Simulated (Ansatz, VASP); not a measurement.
**Two plane-wave programs on Al3B2Sb**

```
CELL_PARAMETERS angstrom
2.65519 -1.53190 0.02206
2.65519 1.53190 0.02206
-1.89691 0.00000 10.90000
ATOMIC_POSITIONS crystal
Al 0.94988 0.94988 0.86102
Al 0.05476 0.05476 0.16628
Al 0.45593 0.45593 0.36712
B 0.66966 0.66966 0.01571
B 0.33193 0.33193 0.00293
Sb 0.54429 0.54429 0.63694
```

Change from the starting cell: the structure that the rattled cell fell into.

Alike in both runs: functional PBE; k mesh 12 × 12 × 4; occupations gaussian, width 0.1 eV; no spin polarisation.

Ansatz relaxed the structure, and its values are those at the end. VASP's run is a single point on that final structure, the one shown.

|  | VASP | Ansatz |
| --- | --- | --- |
| version | VASP 6.6.1 | Ansatz 0.2.0 |
| potentials or method | VASP PAW PBE potentials, release 64 (Al, B, Sb), cutoff 520 eV | scalar-relativistic, plane waves, PAW |
| valence electrons in the cell | 20 | 30 |

```csv
,VASP,Ansatz,Ansatz less VASP
gap on the k mesh at the Fermi level (eV),none,none,-
pressure (GPa),0.0,0.0,-0.03
rms of the force components (eV/Å),0.005,0.002,-0.0026
```

A gap of «none» marks a metal or a gap that the smearing closes. With one functional, cell and mesh, what is left measures potentials, basis and numerics. VASP's potentials hold 20 valence electrons a cell and Ansatz's 30, so a difference there can come from the potentials and not from the codes.

Spin-orbit coupling is off throughout.
